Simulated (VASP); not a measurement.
Write the native input for VASP 6.6.1 that does the following.

* Task: single point
* Functional: PBE
* Potentials or basis: VASP PAW PBE potentials, release 64 (Ti_sv, Al)
* Cutoff: 520 eV
* k mesh: 11 × 11 × 6
* Occupations: fermi-dirac, width 0.05 eV
* Spin: no spin polarisation
* Dipole correction: no
* Further INCAR settings: ALGO = Fast; EDIFF = 1e-06; NBANDS = 14

The structure of TiAl lies in POSCAR:

```
TiAl
1.0
    2.8285106954      0.0000000000      0.0000000000
   -1.4142553477      2.4495621171      0.0000000000
    0.0000000000      0.0000000000      4.6148579117
Ti Al
1 1
Direct
    0.0000000000      0.0000000000      0.0000000000
    0.3333333333      0.6666666667      0.5000000000
```

This cell differs from its parent crystal: volume scaled by 0.96.

One way to write it, as run:

INCAR

```
PREC = Accurate ; ENCUT = 520
EDIFF = 1E-6 ; ISMEAR = -1
SIGMA = 0.05 ; LREAL = False
LASPH = True ; NELM = 60
ALGO = Fast ; ISIF = 2
LWAVE = False ; LCHARG = False
GGA = PE ; NBANDS = 14
```

KPOINTS

```
Automatic mesh
0
Gamma
  11 11 6
```

Potentials or basis: VASP PAW PBE potentials, release 64 (Ti_sv, Al).

Run with:

```sh
$ cat potpaw_PBE.64/Ti_sv/POTCAR potpaw_PBE.64/Al/POTCAR > POTCAR
$ mpirun -np 1 vasp_std > vasp.out
```

It gave:

* Pressure: 4.8 GPa

It took 40 s on 1 thread of Intel(R) Xeon(R) Platinum 8488C (Sapphire Rapids), on a shared host, peak memory 0.16 GiB.
